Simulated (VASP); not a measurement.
## SiO2: relaxation of cell and atoms with PBE

SiO2:

```xyz
6
Lattice="4.1773 0.0000 0.0000 0.0000 4.1773 0.0000 0.0000 0.0000 2.6652" Properties=species:S:1:pos:R:3 pbc="T T T"
Si    0.0000    0.0000    0.0000
Si    2.0886    2.0886    1.3326
O     1.2778    1.2778    0.0000
O     0.8108    3.3665    1.3326
O     2.8995    2.8995    0.0000
O     3.3665    0.8108    1.3326
```

```
Program                : VASP 6.6.1
Task                   : relaxation of cell and atoms
Functional             : PBE
Potentials or basis    : VASP PAW PBE potentials, release 64 (Si, O)
Cutoff                 : 600 eV
k mesh                 : 6 × 6 × 8
Occupations            : fermi-dirac, width 0.02 eV
Spin                   : no spin polarisation
Dipole correction      : no
Further INCAR settings : ALGO = Normal; EDIFF = 1e-06; IBRION = 2; EDIFFG = -0.01; NSW = 80; ISIF = 3
```

| Property | Result |
| --- | --- |
| Relaxed volume | 8.04 Å³/atom |
| Relaxed cell | a = 4.231 Å, b = 4.231 Å, c = 2.693 Å, α = 90.00°, β = 90.00°, γ = 90.00° |
| Space group after relaxing (to 0.1 Å) | P4_2/mnm (No. 136) |
| Energy gained by relaxing | 9.2 meV/atom |
| Ionic steps | 7 |
| Pressure after relaxing | -0.1 GPa |
| Largest force after relaxing | 0.003 eV/Å |
| Band gap on the k mesh | 5.03 eV |

Forces on the atoms (eV/Å):
```
Si   0.000  0.000  0.000
Si   0.000  0.000  0.000
O    0.002  0.002  0.000
O   -0.002  0.002  0.000
O   -0.002 -0.002  0.000
O    0.002 -0.002  0.000
```

Stress tensor (GPa, compression positive):
```
-0.07  0.00  0.00
 0.00 -0.07  0.00
 0.00  0.00 -0.17
```

The path:
```
step  energy change (eV)  largest force (eV/Å)  pressure (GPa)  volume (Å³)
   1              0.0000                0.0984           10.97        46.51
   2              0.0338                0.4650          -11.92        50.17
   3             -0.0520                0.1697            0.08        48.07
   4             -0.0520                0.1647            0.27        48.03
   5             -0.0545                0.0198            0.14        48.16
   6             -0.0545                0.0180            0.15        48.16
   7             -0.0549                0.0033           -0.10        48.23
```

Final structure:
```
CELL_PARAMETERS angstrom
4.23145 0.00000 0.00000
0.00000 4.23145 0.00000
0.00000 0.00000 2.69337
ATOMIC_POSITIONS crystal
Si 0.00000 0.00000 0.00000
Si 0.50000 0.50000 0.50000
O 0.30674 0.30674 0.00000
O 0.19326 0.80674 0.50000
O 0.69326 0.69326 0.00000
O 0.80674 0.19326 0.50000
```

Levels at points of the mesh, in eV from the valence-band top:
```
           k point  band 13  band 14  band 15  band 16  band 17  band 18  band 19  band 20
(0.00, 0.00, 0.00)    -2.50    -0.85    -0.85     0.00     5.03     6.59     8.27     8.27
(0.50, 0.00, 0.00)    -2.62    -2.62    -1.04    -1.04     7.29     7.29     8.86     8.86
(0.50, 0.50, 0.00)    -2.55    -2.55    -2.17    -2.17     7.01     7.01     9.77     9.77
(0.00, 0.00, 0.50)    -2.89    -2.89    -2.57    -2.57     8.64     8.64    12.33    12.33
(0.50, 0.00, 0.50)    -2.21    -2.21    -1.67    -1.67     8.43     8.43     9.46     9.46
(0.50, 0.50, 0.50)    -1.72    -1.72    -1.47    -1.47     6.81     6.81    10.71    10.71
```

Wall time 74 s on 1 thread of Intel(R) Xeon(R) 6975P-C (Granite Rapids), with other jobs on the host, peak memory 0.2 GiB.

A k mesh can miss the band edges. Zero-point motion and thermal expansion aren't in these numbers.
